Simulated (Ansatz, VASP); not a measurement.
## SiC in VASP and in Ansatz

Contents of INCAR:

```
PREC = Accurate
ENCUT = 520
EDIFF = 1E-6
ISMEAR = 0
SIGMA = 0.05
LREAL = F
LASPH = T
NELM = 100
ALGO = Normal
ISIF = 2
LWAVE = F
LCHARG = F
GGA = PE
NBANDS = 16
```

KPOINTS

```
regular mesh
0
Gamma
  12 12 6
```

POSCAR

```
SiC
1.0
    3.1200190218      0.0000000000      0.0000000000
   -1.5600095109      2.7020157332      0.0000000000
    0.0000000000      0.0000000000      4.9832943816
Si C
2 2
Direct
    0.3333333333      0.6666666667      0.0045639005
    0.6666666667      0.3333333333      0.5045639005
    0.3333333333      0.6666666667      0.3356973251
    0.6666666667      0.3333333333      0.8356973251
```

Input for Ansatz:

```yaml
crystal:
  lattice:
    - [3.1200190218, 0.0, 0.0]
    - [-1.5600095109, 2.7020157332, 0.0]
    - [0.0, 0.0, 4.9832943816]
  atoms:
    - { symbol: Si, position: [0.3333333333, 0.6666666667, 0.0045639005] }
    - { symbol: Si, position: [0.6666666667, 0.3333333333, 0.5045639005] }
    - { symbol: C, position: [0.3333333333, 0.6666666667, 0.3356973251] }
    - { symbol: C, position: [0.6666666667, 0.3333333333, 0.8356973251] }
basis:
  ecutwfc: 520.0
kpoints:
  mp_grid: { grid: [12, 12, 6] }
hamiltonian:
  xc: pbe
  pseudopotentials: { kind: paw, azcp: { folder: soft_1 } }
scf:
  occupations: { method: gaussian, width: 0.05 }
output:
  forces: true
  stress: true
  eigenvalues: true
```

Alike in both runs: task single point; functional PBE; k mesh 12 × 12 × 6; occupations gaussian, width 0.05 eV; no spin polarisation.

|  | VASP | Ansatz |
| --- | --- | --- |
| version | VASP 6.6.1 | Ansatz 0.2.0 |
| potentials or method | VASP PAW PBE potentials, release 64 (Si, C), cutoff 520 eV | scalar-relativistic, plane waves, PAW |
| valence electrons in the cell | 16 | 16 |

```tsv
	VASP	Ansatz	Ansatz less VASP
gap on the k mesh at the Fermi level (eV)	1.00	1.00	+0.004
least direct gap on the mesh (eV)	3.30	3.31	+0.007
pressure (GPa)	10.9	11.0	+0.10
traceless stress, the component that is largest in VASP (GPa)	43.14	43.18	+0.037
rms of the force components (eV/Å)	4.114	4.118	+0.0043
```

Atom by atom the forces differ by 0.004 eV/Å (rms over components).
